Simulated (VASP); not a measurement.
# AlN (P6_3mc) in VASP: a series of runs

The runs below take AlN through single point, relaxation of the atoms, with PBE.

Program: VASP 6.6.1. These are calculated values, not measurements. Logs are shortened: lines on timing, memory, paths and dates and some standing lists are left out, and cuts for length are marked.

## (1) The cell of the first run

The structure is hexagonal, space group P6_3mc (No. 186). Conventional cell: a = 3.130 Å, b = 3.130 Å, c = 5.218 Å, α = 90.00°, β = 90.00°, γ = 120.00°. Al (site symmetry 3m) has 4 N at 1.92 to 1.96 Å within 2.5 Å. N (site symmetry 3m) has 4 Al at 1.92 to 1.96 Å within 2.5 Å.

## (2) Single point, PBE (engineering shear strain xz +0.0000, normal strain along z +0.0400)

INCAR

```
SYSTEM = AlN
  PREC = Accurate
  ENCUT = 520
  EDIFF = 1E-7
  ISMEAR = 0
  SIGMA = 0.05
  LREAL = .FALSE.
  LASPH = .TRUE.
  NELM = 80
  ALGO = Normal
  ISIF = 2
  LWAVE = .FALSE.
  LCHARG = .TRUE.
  GGA = PE
  LELF = .TRUE.
  LVHAR = .TRUE.
  NBANDS = 16
```

KPOINTS

```
regular mesh
0
G
  9 9 6
  0 0 0
```

POSCAR

```
AlN
1.0
    3.1298889828      0.0000000000      0.0000000000
   -1.5649444914      2.7105633702      0.0000000000
    0.0000000000      0.0000000000      5.2176345479
Al N
2 2
Direct
    0.3333333333      0.6666666667      0.0045656260
    0.6666666667      0.3333333333      0.5045656260
    0.3333333333      0.6666666667      0.3804343740
    0.6666666667      0.3333333333      0.8804343740
```

Potentials or basis: VASP PAW PBE potentials, release 64 (Al, N).

Command:

```
$ cat potpaw_PBE.64/Al/POTCAR potpaw_PBE.64/N/POTCAR > POTCAR
$ mpirun -np 1 vasp_std > vasp.out
```

OUTCAR:

```text
SYSTEM = AlN
   PREC = Accurate
   ENCUT = 520
   EDIFF = 1E-7
   ISMEAR = 0
   LREAL = .FALSE.
   LASPH = .TRUE.
   NELM = 80
   ISIF = 2
   GGA = PE

 ion  position               nearest neighbor table
   1  0.333  0.667  0.005-   4 1.92   4 1.92   4 1.92   3 1.96   2 3.17   2 3.17   2 3.17   2 3.17
                             2 3.17   2 3.17
   2  0.667  0.333  0.505-   3 1.92   3 1.92   3 1.92   4 1.96   1 3.17   1 3.17   1 3.17   1 3.17
                             1 3.17   1 3.17
   3  0.333  0.667  0.380-   2 1.92   2 1.92   2 1.92   1 1.96
   4  0.667  0.333  0.880-   1 1.92   1 1.92   1 1.92   2 1.96

  LATTYP: Found a hexagonal cell.
 ALAT       =     3.1298889828
 C/A-ratio  =     1.6670350216

  Lattice vectors:

 A1 = (   3.1298889828,   0.0000000000,   0.0000000000)
 A2 = (  -1.5649444914,   2.7105633702,   0.0000000000)
 A3 = (   0.0000000000,   0.0000000000,   5.2176345479)

Analysis of symmetry for initial positions (statically):
=====================================================================
 Subroutine PRICEL returns:
 Original cell was already a primitive cell.

 Routine SETGRP: Setting up the symmetry group for a
 hexagonal supercell.

 Subroutine GETGRP returns: Found 12 space group operations
 (whereof  6 operations were pure point group operations)
 out of a pool of 24 trial point group operations.

The static configuration has the point symmetry C_3v.
 The point group associated with its full space group is C_6v.

Analysis of symmetry for dynamics (positions and initial velocities):
=====================================================================
 Subroutine PRICEL returns:
 Original cell was already a primitive cell.

 Routine SETGRP: Setting up the symmetry group for a
 hexagonal supercell.

 Subroutine GETGRP returns: Found 12 space group operations
 (whereof  6 operations were pure point group operations)
 out of a pool of 24 trial point group operations.

The dynamic configuration has the point symmetry C_3v.
 The point group associated with its full space group is C_6v.

 Subroutine INISYM returns: Found 12 space group operations
 (whereof  6 operations are pure point group operations),
 and found     1 'primitive' translations

----------------------------------------------------------------------------------------

                                     Primitive cell

  volume of cell :      44.2652

  direct lattice vectors                    reciprocal lattice vectors
     3.129888983  0.000000000  0.000000000     0.319500150  0.184463498  0.000000000
    -1.564944491  2.710563370  0.000000000     0.000000000  0.368926995  0.000000000
     0.000000000  0.000000000  5.217634548     0.000000000  0.000000000  0.191657731

  length of vectors
     3.129888983  3.129888983  5.217634548     0.368926995  0.368926995  0.191657731

  position of ions in fractional coordinates (direct lattice)
     0.333333333  0.666666667  0.004565626
     0.666666667  0.333333333  0.504565626
     0.333333333  0.666666667  0.380434374
     0.666666667  0.333333333  0.880434374

  ion indices of the primitive-cell ions
   primitive index   ion index
                 1           1
                 2           2
                 3           3
                 4           4

----------------------------------------------------------------------------------------

 KPOINTS: regular mesh

Automatic generation of k-mesh.
 Grid dimensions read from file:
 generate k-points for:    9    9    6

 Generating k-lattice:

  Cartesian coordinates                     Fractional coordinates (reciprocal lattice)
     0.035500017  0.020495944  0.000000000     0.111111111  0.000000000  0.000000000
     0.000000000  0.040991888  0.000000000     0.000000000  0.111111111  0.000000000
     0.000000000  0.000000000  0.031942955     0.000000000  0.000000000  0.166666667

  Length of vectors
     0.040991888  0.040991888  0.031942955

  Shift w.r.t. Gamma in fractional coordinates (k-lattice)
     0.000000000  0.000000000  0.000000000

 Subroutine IBZKPT returns following result:
 ===========================================

 Found     48 irreducible k-points:

 Following reciprocal coordinates:
            Coordinates               Weight
  0.000000  0.000000  0.000000      1.000000
  0.111111  0.000000  0.000000      6.000000
  0.222222 -0.000000  0.000000      6.000000
  0.333333  0.000000  0.000000      6.000000
  0.444444 -0.000000  0.000000      6.000000
  0.111111  0.111111  0.000000      6.000000
[... 16 lines left out ...]
  0.333333  0.222222  0.166667     24.000000
  0.333333  0.333333  0.166667      4.000000
 [... further k-points ...]
   k-points           NKPTS =     48   k-points in BZ     NKDIM =     48   number of bands    NBANDS=     16
   number of dos      NEDOS =    301   number of ions     NIONS =      4
   total plane-waves  NPLWV =  23040
   dimension x,y,z NGX =    24 NGY =   24 NGZ =   40
   dimension x,y,z NGXF=    48 NGYF=   48 NGZF=   80
   ions per type =               2   2
   NGX,Y,Z   is equivalent  to a cutoff of  12.75, 12.75, 12.74 a.u.
   NGXF,Y,Z  is equivalent  to a cutoff of  25.50, 25.50, 25.49 a.u.
 SYSTEM =  AlN
   PREC   = accura    normal or accurate (medium, high low for compatibility)
   ISTART =      0    job   : 0-new  1-cont  2-samecut
   ICHARG =      2    charge: 1-file 2-atom 10-const
   ISPIN  =      1    spin polarized calculation?
   LNONCOLLINEAR =      F non collinear calculations
   LSORBIT =      F    spin-orbit coupling
   LASPH  =      T    aspherical Exc in radial PAW
   ENCUT  =  520.0 eV  38.22 Ry    6.18 a.u.   5.82  5.82  9.70*2*pi/ulx,y,z
   NELM   =     80;   NELMIN=  2; NELMDL= -5     # of ELM steps
   EDIFF  = 0.1E-06   stopping-criterion for ELM
   LREAL  =      F    real-space projection
   EDIFFG = 0.1E-05   stopping-criterion for IOM
   NSW    =      0    number of steps for IOM
   IBRION =     -1    ionic relax: 0-MD 1-quasi-New 2-CG
   NFREE  =      0    steps in history (QN), initial steepest desc. (CG)
   ISIF   =      2    stress and relaxation
   ISYM   =      2    0-nonsym 1-usesym 2-fastsym
   POTIM  = 0.5000    time-step for ionic-motion
   TEBEG  =    0.0;   TEEND  =   0.0 temperature during run
   PSTRESS=    0.0 pullay stress
   NELECT =      16.0000    total number of electrons
   NUPDOWN=      -1.0000    fix difference up-down
   EMIN   =  10.00;   EMAX   =-10.00  energy-range for DOS
   EFERMI =   0.00;   METHOD = LEGACY
   ISMEAR =     0;   SIGMA  =   0.05  broadening in eV -4-tet -1-fermi 0-gaus
   EFERMI_NEDOS =   21; number of points for ismear=-14 and -15
   IALGO  =     38    algorithm
   IMIX   =      4    mixing-type and parameters
     AMIX     =   0.40;   BMIX     =  1.00
     AMIX_MAG =   1.60;   BMIX_MAG =  1.00
  volume/ion in A,a.u.               =      11.07        74.68
  Fermi-wavevector in a.u.,A,eV,Ry     =   1.166167  2.203736 18.503184  1.359946
  Thomas-Fermi vector in A             =   2.302684
   LORBIT       =      0    0 simple, 1 ext, 2 COOP (PROOUT), +10 PAW based schemes
   GGA     = PE    functional components
   LHFCALC =     F    Hartree Fock is set to
   AEXX    =    0.0000 exact exchange contribution
   IVDW    =     0    specifies the selected vdW correction
   LEPSILON=     F    determine dielectric tensor
   LRPA    =     F    only Hartree local field effects (RPA)
 non-spin polarized calculation
 Gauss-broadening in eV      SIGMA  =   0.05
  energy-cutoff  :      520.00
  volume of cell :       44.27
 maximum number of plane-waves:      1202
 NGX is ok and might be reduce to    24
   NGX = 11   NGY = 11   NGZ = 19

 number of electron      16.0000001 magnetization

 Free energy of the ion-electron system (eV)
  ---------------------------------------------------
  ext. energy  EPLUGINS =         0.00000000
  ---------------------------------------------------
  free energy    TOTEN  =       -29.70553828 eV

  energy without entropy =      -29.70553828  energy(sigma->0) =      -29.70553828

 E-fermi :   5.7626     XC(G=0): -10.6628

 val. band max:        5.4977719604   @ k =   0.0000   0.0000   0.0000
 cond. band min:       9.2392334354   @ k =   0.0000   0.0000   0.0000
 fundamental gap:      3.7414614750
 Fermi energy:         5.7626024989

 k-point     1 :       0.0000    0.0000    0.0000
  band No.  band energies     occupation
      1      -9.2357      2.00000
      2      -7.4152      2.00000
      3      -0.2720      2.00000
      4       4.9637      2.00000
      5       4.9637      2.00000
      6       5.3882      2.00000
[... 8 lines left out ...]
     15      18.4348      0.00000
     16      18.4348      0.00000

 k-point     2 :       0.1111    0.0000    0.0000
  band No.  band energies     occupation
      1      -9.0844      2.00000
      2      -7.3231      2.00000
      3      -0.0868      2.00000
      4       4.2537      2.00000
      5       4.7758      2.00000
      6       4.7853      2.00000
[... 8 lines left out ...]
     15      18.0809      0.00000
     16      18.4386      0.00000

 k-point     3 :       0.2222   -0.0000    0.0000
  band No.  band energies     occupation
      1      -8.6570      2.00000
      2      -7.0877      2.00000
      3       0.4497      2.00000
      4       2.7503      2.00000
      5       3.5096      2.00000
      6       4.3852      2.00000
[... 8 lines left out ...]
     15      17.4332      0.00000
     16      18.4555      0.00000

 k-point     4 :       0.3333    0.0000    0.0000
  band No.  band energies     occupation
      1      -8.0472      2.00000
      2      -6.8417      2.00000
      3       1.2026      2.00000
      4       1.3886      2.00000
      5       2.3247      2.00000
      6       4.0179      2.00000
[... 8 lines left out ...]
     15      17.2123      0.00000
     16      19.6749      0.00000

 k-point     5 :       0.4444   -0.0000    0.0000
  band No.  band energies     occupation
      1      -7.4817      2.00000
      2      -6.7719      2.00000
      3       0.4637      2.00000
      4       1.5619      2.00000
      5       2.1810      2.00000
      6       3.8056      2.00000
[... 8 lines left out ...]
     15      17.8880      0.00000
     16      19.8072      0.00000

 k-point     6 :       0.1111    0.1111    0.0000
  band No.  band energies     occupation
      1      -8.7947      2.00000
      2      -7.1587      2.00000
      3       0.2746      2.00000
      4       3.4171      2.00000
      5       3.5646      2.00000
      6       4.6276      2.00000
[... 8 lines left out ...]
     15      17.7176      0.00000
     16      18.5477      0.00000
[... 267 lines left out ...]
 k-point    21 :       0.4444    0.1111    0.1667
  band No.  band energies     occupation
      1      -7.2665      2.00000
      2      -6.8058      2.00000
      3       0.3715      2.00000
      4       1.2648      2.00000
      5       2.7041      2.00000
      6       3.4636      2.00000
[... 8 lines left out ...]
     15      17.8856      0.00000
     16      19.9517      0.00000

 k-point    22 :       0.2222    0.2222    0.1667
  band No.  band energies     occupation
      1      -7.6709      2.00000
      2      -6.8225      2.00000
      3       1.2063      2.00000
      4       1.4367      2.00000
      5       2.5605      2.00000
      6       3.1247      2.00000
[... 8 lines left out ...]
     15      17.3749      0.00000
     16      19.9915      0.00000

 k-point    23 :       0.3333    0.2222    0.1667
  band No.  band energies     occupation
      1      -7.1919      2.00000
      2      -6.7751      2.00000
      3       0.8407      2.00000
      4       1.4343      2.00000
      5       2.3074      2.00000
      6       3.1469      2.00000
[... 8 lines left out ...]
     15      18.1116      0.00000
     16      19.7102      0.00000

 k-point    24 :       0.3333    0.3333    0.1667
  band No.  band energies     occupation
      1      -6.8903      2.00000
      2      -6.8903      2.00000
      3       1.2102      2.00000
      4       1.5801      2.00000
      5       1.5801      2.00000
      6       2.9626      2.00000
[... 8 lines left out ...]
     15      18.4947      0.00000
     16      20.0331      0.00000

 [... further k-points ...]
[... 5 lines left out ...]
  --------------------------------------------------------------------------------------
  -------------------------------------------------------------------------------------
  Total       -0.9112694     -0.9112694     -3.8652959      0.0000000     -0.0000000      0.0000000
  in kB      -32.9833847    -32.9833847   -139.9043338      0.0000000     -0.0000000      0.0000000
  external PRESSURE =     -68.6237011 kB  Pullay stress =       0.0000000 kB

 VOLUME and BASIS-vectors are now :
 -----------------------------------------------------------------------------
  energy-cutoff  :      520.00
  volume of cell :       44.27
      direct lattice vectors                 reciprocal lattice vectors
     3.129888983  0.000000000  0.000000000     0.319500150  0.184463498  0.000000000
    -1.564944491  2.710563370  0.000000000     0.000000000  0.368926995  0.000000000
     0.000000000  0.000000000  5.217634548     0.000000000  0.000000000  0.191657731

 POSITION                                       TOTAL-FORCE (eV/Angst)
 -----------------------------------------------------------------------------------
     -0.00000      1.80704      0.02382        -0.000000      0.000000     -0.000533
      1.56494      0.90352      2.63264         0.000000     -0.000000     -0.000533
     -0.00000      1.80704      1.98497         0.000000      0.000000      0.000533
      1.56494      0.90352      4.59378        -0.000000      0.000000      0.000533
 -----------------------------------------------------------------------------------
    total drift:                               -0.000000      0.000000      0.000400

  FREE ENERGIE OF THE ION-ELECTRON SYSTEM (eV)
  ---------------------------------------------------
  free  energy   TOTEN  =       -29.7055382750 eV

  energy  without entropy=      -29.7055382750  energy(sigma->0) =      -29.70553828
```

It took 13 s on 1 thread of Intel Xeon Platinum 8481C at 2.70GHz (Sapphire Rapids), shared host; peak memory 0.16 GiB.

What came out:

* Free energy: -29.7055 eV
* Pressure: -6.9 GPa
* Band gap on the k mesh: 3.74 eV, direct

Caveat: the cell differs from its parent crystal (engineering shear strain xz +0.0000, normal strain along z +0.0400).

## (3) Relaxation of the atoms, PBE (engineering shear strain xz +0.0000, normal strain along z -0.0400)

Edit INCAR of step 2 so:

```diff
@@ -12,6 +12,6 @@
   LWAVE = .FALSE.
-  LCHARG = .TRUE.
+  LCHARG = .FALSE.
   GGA = PE
-  LELF = .TRUE.
-  LVHAR = .TRUE.
-  NBANDS = 16
+  IBRION = 2
+  NSW = 50
+  EDIFFG = -0.01
```

KPOINTS is that of step 2.

POSCAR

```
AlN
1.0
    3.1298889828      0.0000000000      0.0000000000
   -1.5649444914      2.7105633702      0.0000000000
    0.0000000000      0.0000000000      4.8162780443
Al N
2 2
Direct
    0.3333333333      0.6666666667      0.0017290859
    0.6666666667      0.3333333333      0.5017290859
    0.3333333333      0.6666666667      0.3832709141
    0.6666666667      0.3333333333      0.8832709141
```

Potentials or basis: VASP PAW PBE potentials, release 64 (Al, N).

Command:

```
$ cat potpaw_PBE.64/Al/POTCAR potpaw_PBE.64/N/POTCAR > POTCAR
$ mpirun -np 1 vasp_std > vasp.out
```

OUTCAR:

```text
SYSTEM = AlN
   PREC = Accurate
   ENCUT = 520
   EDIFF = 1E-7
   ISMEAR = 0
   LREAL = .FALSE.
   LASPH = .TRUE.
   NELM = 80
   ISIF = 2
   GGA = PE
   IBRION = 2
   NSW = 50
   EDIFFG = -0.01

 ion  position               nearest neighbor table
   1  0.333  0.667  0.002-   3 1.84   4 1.89   4 1.89   4 1.89   2 3.01   2 3.01   2 3.01   2 3.01
                             2 3.01   2 3.01
   2  0.667  0.333  0.502-   4 1.84   3 1.89   3 1.89   3 1.89   1 3.01   1 3.01   1 3.01   1 3.01
                             1 3.01   1 3.01
   3  0.333  0.667  0.383-   1 1.84   2 1.89   2 1.89   2 1.89
   4  0.667  0.333  0.883-   2 1.84   1 1.89   1 1.89   1 1.89

  LATTYP: Found a hexagonal cell.
 ALAT       =     3.1298889828
 C/A-ratio  =     1.5388015584

  Lattice vectors:

 A1 = (   3.1298889828,   0.0000000000,   0.0000000000)
 A2 = (  -1.5649444914,   2.7105633702,   0.0000000000)
[... 274 lines left out ...]
 fundamental gap:      4.1516479015
 Fermi energy:         6.8685401503

 k-point     1 :       0.0000    0.0000    0.0000
  band No.  band energies     occupation
      1      -8.9547      2.00000
      2      -6.5627      2.00000
      3       0.4287      2.00000
      4       5.2852      2.00000
      5       5.2852      2.00000
      6       6.0622      2.00000
      7       6.0622      2.00000
      8       6.6386      2.00000
      9      10.7902      0.00000
     10      12.8825      0.00000
     11      17.2957      0.00000
     12      17.2957      0.00000
[... 331 lines left out ...]
 k-point    24 :       0.3333    0.3333    0.1667
  band No.  band energies     occupation
      1      -6.4020      2.00000
      2      -6.4020      2.00000
      3       1.5068      2.00000
      4       2.1235      2.00000
      5       2.1235      2.00000
      6       3.7347      2.00000
      7       4.5753      2.00000
      8       4.5753      2.00000
      9      12.1233      0.00000
     10      14.6837      0.00000
     11      15.6886      0.00000
     12      15.6886      0.00000

 [... further k-points ...]
[... 5 lines left out ...]
  --------------------------------------------------------------------------------------
  -------------------------------------------------------------------------------------
  Total        1.1785059      1.1785059      3.5010466      0.0000000     -0.0000000      0.0000000
  in kB       46.2106726     46.2106726    137.2803653      0.0000000     -0.0000000      0.0000000
  external PRESSURE =      76.5672368 kB  Pullay stress =       0.0000000 kB
[... 19 lines left out ...]
  FREE ENERGIE OF THE ION-ELECTRON SYSTEM (eV)
  ---------------------------------------------------
  free  energy   TOTEN  =       -29.7064853918 eV

  energy  without entropy=      -29.7064853918  energy(sigma->0) =      -29.70648539

 reached required accuracy - stopping structural energy minimisation
```

CONTCAR:

```text
AlN
   1.00000000000000
     3.1298889827999998    0.0000000000000000    0.0000000000000000
    -1.5649444913999999    2.7105633702000000    0.0000000000000000
     0.0000000000000000    0.0000000000000000    4.8162780442999997
  Al              N
     2     2
Direct
     0.3333333332999970    0.6666666667000030    0.9971143697248351
     0.6666666667000030    0.3333333332999970    0.4971143697248351
     0.3333333332999970    0.6666666667000030    0.3878856302751700
     0.6666666667000030    0.3333333332999970    0.8878856302751700

  0.00000000E+00  0.00000000E+00  0.00000000E+00
  0.00000000E+00  0.00000000E+00  0.00000000E+00
  0.00000000E+00  0.00000000E+00  0.00000000E+00
  0.00000000E+00  0.00000000E+00  0.00000000E+00
```

Run time: 30 s. Hardware: 1 thread of Intel Xeon 6975P-C, shared host; peak memory 0.16 GiB.

Results:

- Free energy: -29.7065 eV
- Energy gained by relaxing: 7.0 meV/atom
- Ionic steps: 3
- Pressure after relaxing: 7.7 GPa
- Band gap on the k mesh: 4.15 eV, direct

Step by step:
```csv
step,energy change (eV),largest force (eV/Å),pressure (GPa)
1,0.0000,0.6542,8.45
2,-0.0235,0.2246,7.47
3,-0.0278,0.0006,7.66
```

Final structure:
```
Al N
1.0
     3.12989    0.00000    0.00000
    -1.56494    2.71056    0.00000
     0.00000    0.00000    4.81628
Al N
2 2
Direct
  0.33333 0.66667 0.99711
  0.66667 0.33333 0.49711
  0.33333 0.66667 0.38789
  0.66667 0.33333 0.88789
```

Caveat: the cell differs from its parent crystal (engineering shear strain xz +0.0000, normal strain along z -0.0400). A k mesh can miss the band edges.

(Part 1 of 2 ends here.)
